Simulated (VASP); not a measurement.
# AgBr (Fm-3m) in VASP: further runs, part 2 of 2

VASP 6.6.1. The steps go on from the part before.

## 3. Single point, PBEsol (volume scaled by 0.96)

INCAR

```
SYSTEM = AgBr
ALGO = Normal ; EDIFF = 1E-6
ENCUT = 500 ; GGA = PS
GGA_COMPAT = .FALSE. ; ISIF = 2
ISMEAR = -1 ; LASPH = .TRUE.
LCHARG = .TRUE. ; LELF = .TRUE.
LREAL = .FALSE. ; LVHAR = .TRUE.
LWAVE = .FALSE. ; NBANDS = 16
NELM = 120 ; PREC = Accurate
SIGMA = 0.02
```

KPOINTS

```
k-points
0
G
  7 7 7
  0 0 0
```

POSCAR

```
AgBr
1.0
    0.0000000000      2.8470445428      2.8470445428
    2.8470445428      0.0000000000      2.8470445428
    2.8470445428      2.8470445428      0.0000000000
Ag Br
1 1
Direct
    0.5000000000      0.5000000000      0.5000000000
    0.0000000000      0.0000000000      0.0000000000
```

Potentials or basis: VASP PAW PBE potentials, release 64 (Ag, Br).

Started as:

```
> cat potpaw_PBE.64/Ag/POTCAR potpaw_PBE.64/Br/POTCAR > POTCAR
> mpirun -np 1 vasp_std > vasp.out
```

Run time: 27 s. Hardware: 1 thread of Intel Xeon 8259CL, shared host; peak memory 0.17 GiB.

Results (log left out):

```
Free energy            : -5.6971 eV
Pressure               : -0.5 GPa
Band gap on the k mesh : 0.58 eV, indirect (least direct gap 2.54 eV)
```

Levels at points of the mesh, in eV from the valence-band top:
```tsv
k point	band 6	band 7	band 8	band 9	band 10	band 11	band 12	band 13
(0.00, 0.00, 0.00)	-2.85	-1.96	-1.96	-1.96	0.58	9.88	9.88	9.88
```

Caveat: the PAW data sets were made with another functional, which shifts forces and pressure a little. A k mesh can miss the band edges.

## 4. Single point, PBEsol (volume scaled by 0.99)

INCAR

```
  ALGO = Normal
  EDIFF = 1E-6
  ENCUT = 500
  GGA = PS
  GGA_COMPAT = F
  ISIF = 2
  ISMEAR = -1
  LASPH = T
  LCHARG = T
  LELF = T
  LREAL = F
  LVHAR = T
  LWAVE = F
  NBANDS = 16
  NELM = 120
  PREC = Accurate
  SIGMA = 0.02
```

KPOINTS

```
k-points
0
Gamma
  7 7 7
```

POSCAR

```
AgBr
1.0
    0.0000000000      2.8763975868      2.8763975868
    2.8763975868      0.0000000000      2.8763975868
    2.8763975868      2.8763975868      0.0000000000
Ag Br
1 1
Direct
    0.5000000000      0.5000000000      0.5000000000
    0.0000000000      0.0000000000      0.0000000000
```

Started as:

```
> cat potpaw_PBE.64/Ag/POTCAR potpaw_PBE.64/Br/POTCAR > POTCAR
> mpirun -np 1 vasp_std > vasp.out
```

It took 27 s on 1 thread of Intel Xeon 8259CL, shared host; peak memory 0.17 GiB.

Results (log left out):

- Free energy: -5.6858 eV
- Pressure: -1.9 GPa
- Band gap on the k mesh: 0.58 eV, indirect (least direct gap 2.43 eV)

Levels at points of the mesh, in eV from the valence-band top:
```csv
k point,band 5,band 6,band 7,band 8,band 9,band 10,band 11,band 12,band 13,band 14
"(0.00, 0.00, 0.00)",-2.72,-2.72,-1.85,-1.85,-1.85,0.58,9.88,9.88,9.88,10.97
```

Caveat: the PAW data sets were made with another functional, which shifts forces and pressure a little. A k mesh can miss the band edges.

## 5. Single point, PBEsol (volume scaled by 1.01)

INCAR

```
SYSTEM = AgBr
PREC = Accurate ; ENCUT = 500
EDIFF = 1E-6 ; ISMEAR = -1
SIGMA = 0.02 ; LREAL = .FALSE.
LASPH = .TRUE. ; NELM = 120
ALGO = Normal ; ISIF = 2
LWAVE = .FALSE. ; LCHARG = .FALSE.
GGA = PS ; NBANDS = 16
GGA_COMPAT = .FALSE.
```

KPOINTS

```
regular mesh
0
G
  7 7 7
  0 0 0
```

POSCAR

```
AgBr
1.0
    0.0000000000      2.8956382764      2.8956382764
    2.8956382764      0.0000000000      2.8956382764
    2.8956382764      2.8956382764      0.0000000000
Ag Br
1 1
Direct
    0.5000000000      0.5000000000      0.5000000000
    0.0000000000      0.0000000000      0.0000000000
```

Started as:

```
> cat potpaw_PBE.64/Ag/POTCAR potpaw_PBE.64/Br/POTCAR > POTCAR
> mpirun -np 1 vasp_std > vasp.out
```

Run time: 32 s. Hardware: 1 thread of Intel Xeon 8259CL, shared host; peak memory 0.17 GiB.

The run converged. Its results:

| Property | Result |
| --- | --- |
| Free energy | -5.6719 eV |
| Pressure | -2.7 GPa |
| Band gap on the k mesh | 0.58 eV, indirect (least direct gap 2.36 eV) |

Levels at points of the mesh, in eV from the valence-band top:
| k point | band 6 | band 7 | band 8 | band 9 | band 10 | band 11 | band 12 | band 13 |
| --- | --- | --- | --- | --- | --- | --- | --- | --- |
| (0.00, 0.00, 0.00) | -2.64 | -1.78 | -1.78 | -1.78 | 0.58 | 9.89 | 9.89 | 9.89 |

Caveat: the PAW data sets were made with another functional, which shifts forces and pressure a little.

## 6. Single point, PBEsol (volume scaled by 1.02)

INCAR

```
ALGO = Normal ; EDIFF = 1E-6
ENCUT = 500 ; GGA = PS
GGA_COMPAT = False ; ISIF = 2
ISMEAR = -1 ; LASPH = True
LCHARG = False ; LREAL = False
LWAVE = False ; NBANDS = 16
NELM = 120 ; PREC = Accurate
SIGMA = 0.02
```

KPOINTS

```
k-points
0
Gamma
  7 7 7
```

POSCAR

```
AgBr
1.0
    0.0000000000      2.9051634709      2.9051634709
    2.9051634709      0.0000000000      2.9051634709
    2.9051634709      2.9051634709      0.0000000000
Ag Br
1 1
Direct
    0.5000000000      0.5000000000      0.5000000000
    0.0000000000      0.0000000000      0.0000000000
```

Potentials or basis: VASP PAW PBE potentials, release 64 (Ag, Br).

Started as:

```
> cat potpaw_PBE.64/Ag/POTCAR potpaw_PBE.64/Br/POTCAR > POTCAR
> mpirun -np 1 vasp_std > vasp.out
```

OUTCAR:

```text
EDIFF = 1E-6
   ENCUT = 500
   GGA = PS
   ISIF = 2
   ISMEAR = -1
   LASPH = True
   LREAL = False
   NELM = 120
   PREC = Accurate

 ion  position               nearest neighbor table
   1  0.500  0.500  0.500-   2 2.91   2 2.91   2 2.91   2 2.91   2 2.91   2 2.91
   2  0.000  0.000  0.000-   1 2.91   1 2.91   1 2.91   1 2.91   1 2.91   1 2.91

  LATTYP: Found a face centered cubic cell.
 ALAT       =     5.8103269418

  Lattice vectors:

[... 559 lines left out ...]

------------------------ aborting loop because EDIFF is reached ----------------------------------------

  FORCE on cell =-STRESS in cart. coord.  units (eV):
  Direction    XX          YY          ZZ          XY          YZ          ZX
  --------------------------------------------------------------------------------------
  -------------------------------------------------------------------------------------
  Total       -0.9454575     -0.9454575     -0.9454575     -0.0000000      0.0000000      0.0000000
  in kB      -30.8895002    -30.8895002    -30.8895002     -0.0000000      0.0000000      0.0000000
  external PRESSURE =     -30.8895002 kB  Pullay stress =       0.0000000 kB

 VOLUME and BASIS-vectors are now :
 -----------------------------------------------------------------------------
  energy-cutoff  :      500.00
  volume of cell :       49.04
      direct lattice vectors                 reciprocal lattice vectors
     0.000000000  2.905163471  2.905163471    -0.172107355  0.172107355  0.172107355
     2.905163471  0.000000000  2.905163471     0.172107355 -0.172107355  0.172107355
     2.905163471  2.905163471  0.000000000     0.172107355  0.172107355 -0.172107355

 POSITION                                       TOTAL-FORCE (eV/Angst)
 -----------------------------------------------------------------------------------
      2.90516      2.90516      2.90516         0.000000     -0.000000      0.000000
      0.00000      0.00000      0.00000        -0.000000      0.000000     -0.000000
 -----------------------------------------------------------------------------------
    total drift:                                0.000000      0.000000      0.000000

  FREE ENERGIE OF THE ION-ELECTRON SYSTEM (eV)
  ---------------------------------------------------
  free  energy   TOTEN  =        -5.6631732312 eV

  energy  without entropy=       -5.6631732221  energy(sigma->0) =       -5.66317323
```

It took 34 s on 1 thread of Intel Xeon 8259CL, shared host; peak memory 0.17 GiB.

What came out:

* Free energy: -5.6632 eV
* Pressure: -3.1 GPa
* Band gap on the k mesh: 0.58 eV, indirect (least direct gap 2.33 eV)

Caveat: the PAW data sets were made with another functional, which shifts forces and pressure a little.

## 7. The runs side by side

| cell | gap on the mesh (eV) | pressure (GPa) |
| --- | --- | --- |
| a = 4.054 Å, angles 60.0°, 2 atoms | 0.58 | -1.5 |
| a = 4.026 Å, angles 60.0°, 2 atoms | 0.58 | -0.5 |
| a = 4.068 Å, angles 60.0°, 2 atoms | 0.58 | -1.9 |
| a = 4.095 Å, angles 60.0°, 2 atoms | 0.58 | -2.7 |
| a = 4.109 Å, angles 60.0°, 2 atoms | 0.58 | -3.1 |

Alike in all rows: task single point; level PBEsol; potentials or basis VASP PAW PBE potentials, release 64 (Ag, Br); no spin polarisation; k mesh 7 × 7 × 7; cutoff (eV) 500; smearing fermi-dirac 0.02 eV.

Caveats: the PAW data sets were made with another functional, which shifts forces and pressure a little.

Total energies depend on the potentials used, so only differences within one code and one set of settings carry meaning.
